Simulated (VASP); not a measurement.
Set up this calculation in VASP 6.6.1, as the native input.

| Item | Value |
| --- | --- |
| Task | single point |
| Functional | PBE |
| Potentials or basis | VASP PAW PBE potentials, release 64 (Hf_pv, N) |
| Cutoff | 520 eV |
| k mesh | 10 × 10 × 10 |
| Occupations | fermi-dirac, width 0.01 eV |
| Spin | no spin polarisation |
| Dipole correction | no |
| Further INCAR settings | ALGO = Normal; EDIFF = 1e-06; NBANDS = 14 |

The structure of HfN lies in POSCAR:

```
HfN
1.0
    0.0000000000      2.2590000000      2.2590000000
    2.2590000000      0.0000000000      2.2590000000
    2.2590000000      2.2590000000      0.0000000000
Hf N
1 1
Direct
    0.0000000000      0.0000000000      0.0000000000
    0.5000000000      0.5000000000      0.5000000000
```

One way to write it, as run:

INCAR

```
SYSTEM = HfN
PREC = Accurate
ENCUT = 520
EDIFF = 1E-6
ISMEAR = -1
SIGMA = 0.01
LREAL = .False.
LASPH = .True.
NELM = 100
ALGO = Normal
ISIF = 2
LWAVE = .False.
LCHARG = .False.
GGA = PE
NBANDS = 14
```

KPOINTS

```
Automatic mesh
0
Gamma
  10 10 10
  0 0 0
```

Potentials or basis: VASP PAW PBE potentials, release 64 (Hf_pv, N).

The run is started by

```bash
$ cat potpaw_PBE.64/Hf_pv/POTCAR potpaw_PBE.64/N/POTCAR > POTCAR
$ mpirun -np 1 vasp_std > vasp.out
```

It gave:

```
Pressure : 3.0 GPa
```

It took 7.2 s on 1 thread of Intel(R) Xeon(R) Platinum 8375C CPU @ 2.90GHz (Ice Lake), with other jobs on the host, peak memory 0.14 GiB.
